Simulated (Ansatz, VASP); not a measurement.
**One calculation of ZnSe7, two programs**

```
Zn Se
1.0
     3.86683    0.00000    0.00000
    -1.93342    3.34877    0.00000
     0.00000    0.00000   15.87686
Zn Se
1 7
Direct
  0.00000 0.00000 0.14257
  0.00000 0.00000 0.97448
  0.33333 0.66667 0.19324
  0.33333 0.66667 0.87725
  0.00000 0.00000 0.49620
  0.33333 0.66667 0.59299
  0.66667 0.33333 0.40080
  0.66667 0.33333 0.78147
```

Alike in both runs: functional PBE; k mesh 12 × 12 × 2; occupations gaussian, width 0.1 eV; no spin polarisation.

Ansatz relaxed the structure, and its values are those at the end. VASP's run is a single point on that final structure, the one shown.

|  | VASP | Ansatz |
| --- | --- | --- |
| version | VASP 6.6.1 | Ansatz 0.2.0 |
| potentials or method | VASP PAW PBE potentials, release 64 (Zn, Se), cutoff 520 eV | scalar-relativistic, plane waves, PAW |
| valence electrons in the cell | 54 | 124 |

|  | VASP | Ansatz | Ansatz less VASP |
| --- | --- | --- | --- |
| gap on the k mesh at the Fermi level (eV) | none | none | - |
| pressure (GPa) | 0.1 | 0.0 | -0.08 |
| rms of the force components (eV/Å) | 0.006 | 0.002 | -0.0034 |

A gap of «none» marks a metal or a gap that the smearing closes. The functional is the same, so the differences come from potentials, cutoffs and numerics. VASP's potentials hold 54 valence electrons a cell and Ansatz's 124, so a difference there can come from the potentials and not from the codes.
